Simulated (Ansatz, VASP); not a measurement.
# One calculation of TiAl, two programs

INCAR

```
PREC = Accurate
ENCUT = 520
EDIFF = 1E-6
ISMEAR = 0
SIGMA = 0.15
LREAL = F
LASPH = T
NELM = 80
ALGO = Fast
ISIF = 2
LWAVE = F
LCHARG = T
GGA = PS
LELF = T
LVHAR = T
NBANDS = 14
```

Contents of KPOINTS:

```
regular mesh
0
Gamma
  21 21 12
```

The input POSCAR:

```
TiAl
1.0
    2.9571946349      0.0000000000      0.0000000000
   -1.4785973175      2.5610056778      0.0000000000
    0.0000000000      0.0000000000      4.7970577516
Ti Al
1 1
Direct
    0.0000000000      0.0000000000      0.0000000000
    0.3333333333      0.6666666667      0.5000000000
```

Input for Ansatz:

```yaml
crystal:
  lattice:
    - [2.9571946349, 0.0, 0.0]
    - [-1.4785973175, 2.5610056778, 0.0]
    - [0.0, 0.0, 4.7970577516]
  atoms:
    - { symbol: Ti, position: [0.0, 0.0, 0.0] }
    - { symbol: Al, position: [0.3333333333, 0.6666666667, 0.5] }
basis:
  ecutwfc: 520.0
kpoints:
  mp_grid: { grid: [21, 21, 12] }
hamiltonian:
  xc: pbesol
  pseudopotentials: { kind: paw, azcp: { folder: soft_1 } }
scf:
  occupations: { method: gaussian, width: 0.15 }
  lower_state_search: "off"
output:
  forces: true
  stress: true
  eigenvalues: true
```

Alike in both runs: task single point; functional PBEsol; k mesh 21 × 21 × 12; occupations gaussian, width 0.15 eV; no spin polarisation.

|  | VASP | Ansatz |
| --- | --- | --- |
| version | VASP 6.6.1 | Ansatz 0.2.0 |
| potentials or method | VASP PAW PBE potentials, release 64 (Ti_sv, Al), cutoff 520 eV | scalar-relativistic, plane waves, PAW |
| valence electrons in the cell | 15 | 15 |

|  | VASP | Ansatz | Ansatz less VASP |
| --- | --- | --- | --- |
| gap on the k mesh at the Fermi level (eV) | none | none | - |
| pressure (GPa) | -10.2 | -10.2 | -0.03 |
| traceless stress, the component that is largest in VASP (GPa) | -1.12 | -1.17 | -0.050 |

VASP's potentials were made for PBE, not for PBEsol, and Ansatz warns of the same on its side. A gap of «none» marks a metal or a gap that the smearing closes.
